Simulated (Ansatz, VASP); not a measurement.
AgCl in VASP and in Ansatz

```
CELL_PARAMETERS angstrom
-0.02051 2.73500 2.73500
2.73500 -0.02051 2.73500
2.71449 2.71449 0.00000
ATOMIC_POSITIONS crystal
Ag 0.00000 0.00000 0.00000
Cl 0.50000 0.50000 0.50000
```

Alike in both runs: task single point; functional PBE; k mesh 6 × 6 × 6; occupations fermi-dirac, width 0.05 eV; no spin polarisation.

```csv
,VASP,Ansatz
version,VASP 6.6.1,Ansatz 0.2.0
potentials or method,"VASP PAW PBE potentials, release 64 (Ag, Cl), cutoff 500 eV","plane waves, PAW"
valence electrons in the cell,18,26
```

|  | VASP | Ansatz | Ansatz less VASP |
| --- | --- | --- | --- |
| pressure (GPa) | 3.8 | 3.9 | +0.15 |
| traceless stress, the component that is largest in VASP (GPa) | 0.06 | 0.06 | -0.002 |

VASP's potentials hold 18 valence electrons a cell and Ansatz's 26, so a difference there can come from the potentials and not from the codes.
